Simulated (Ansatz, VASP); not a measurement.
One calculation of Sb, two programs

```
CELL_PARAMETERS angstrom
5.38460 0.00000 0.00000
-2.69230 4.66320 0.00000
0.00000 0.00000 3.21224
ATOMIC_POSITIONS crystal
Sb 0.00000 0.00000 0.00000
Sb 0.33333 0.66667 0.50000
Sb 0.66667 0.33333 0.50000
```

Alike in both runs: task single point; functional LDA; k mesh 8 × 8 × 11; occupations fermi-dirac, width 0.1 eV; no spin polarisation.

|  | VASP | Ansatz |
| --- | --- | --- |
| version | VASP 6.6.1 | Ansatz 0.2.0 |
| potentials or method | VASP PAW LDA potentials, release 64 (Sb), cutoff 520 eV | plane waves (420 eV) with PAW, scalar-relativistic |
| valence electrons in the cell | 15 | 45 |

VASP gave:

```
pressure (GPa)                                                : -2.6
traceless stress, the component that is largest in VASP (GPa) : -1.32
```

Task: What did Ansatz give for the same quantities?

Result: Pressure (GPa): -2.7; traceless stress, the component that is largest in VASP (GPa): -1.29.

Ansatz warns that its potentials were made for another functional, while VASP's fit it. LDA's correlation is that of Perdew and Zunger in VASP and of Perdew and Wang (1992) in Ansatz. VASP's potentials hold 15 valence electrons a cell and Ansatz's 45, so a difference there can come from the potentials and not from the codes.

Neither program's run includes spin-orbit coupling.
